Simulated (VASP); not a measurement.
Wanted: the native input for a VASP 6.6.1 run.

```
Task                   : relaxation of shape and atoms at fixed volume
Functional             : PBEsol
Potentials or basis    : VASP PAW PBE potentials, release 64 (Ag)
Cutoff                 : 600 eV
k mesh                 : 15 × 15 × 8
Occupations            : fermi-dirac, width 0.05 eV
Spin                   : no spin polarisation
Dipole correction      : no
Further INCAR settings : ALGO = Normal; EDIFF = 1e-07; IBRION = 2; EDIFFG = -0.005; NSW = 50; ISIF = 4
```

The structure of Ag lies in POSCAR:

```
Ag
1.0
    2.2626669926      0.0000000000      0.0000000000
   -1.1313334963      1.9595270959      0.0000000000
    0.0000000000      0.0000000000      3.7598740173
Ag
2
Direct
    0.3333333333      0.6666666667      0.2500000000
    0.6666666667      0.3333333333      0.7500000000
```

One way to write it, as run:

INCAR

```
PREC = Accurate
ENCUT = 600
EDIFF = 1E-7
ISMEAR = -1
SIGMA = 0.05
LREAL = F
LASPH = T
NELM = 60
ALGO = Normal
ISIF = 4
LWAVE = F
LCHARG = F
GGA = PS
IBRION = 2
NSW = 50
EDIFFG = -0.005
```

KPOINTS

```
Automatic mesh
0
Gamma
  15 15 8
```

Potentials or basis: VASP PAW PBE potentials, release 64 (Ag).

Command:

```console
$ cat potpaw_PBE.64/Ag/POTCAR > POTCAR
$ mpirun -np 1 vasp_std > vasp.out
```

It gave:

```yaml
Energy_gained_by_relaxing: 4.5 meV/atom
Ionic_steps: 4
Pressure_after_relaxing: 545.5 GPa
Band_gap_on_the_k_mesh: zero (band 11 reaches 31.37 eV, above the bottom of band 12 at 18.59 eV)
```

Caveat: the PAW data sets were made with another functional, which shifts forces and pressure a little.

It took 39 s on 1 thread of Intel(R) Xeon(R) 6975P-C (Granite Rapids) (shared host), peak memory 0.15 GiB.
